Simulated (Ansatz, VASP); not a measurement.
One calculation of Ti, two programs

```
Ti
1.0
     0.00000    2.05636    2.05636
     2.05636    0.00000    2.05636
     2.05636    2.05636    0.00000
Ti
1
Cartesian
  0.0000 0.0000 0.0000
```

Alike in both runs: task single point; functional r2SCAN; k mesh 15 × 15 × 15; occupations fermi-dirac, width 0.1 eV; no spin polarisation.

|  | VASP | Ansatz |
| --- | --- | --- |
| version | VASP 6.6.1 | Ansatz 0.2.0 |
| potentials or method | VASP PAW PBE potentials, release 64 (Ti_sv), cutoff 520 eV | plane waves (500 eV) with PAW, scalar-relativistic |
| valence electrons in the cell | 12 | 12 |

Ansatz gave:

* pressure (GPa): 0.0

Q: Estimate VASP's values.

A: Pressure (GPa): 0.4.

VASP's potentials were made for PBE, not for r2SCAN. With one functional, cell and mesh, what is left measures potentials, basis and numerics.
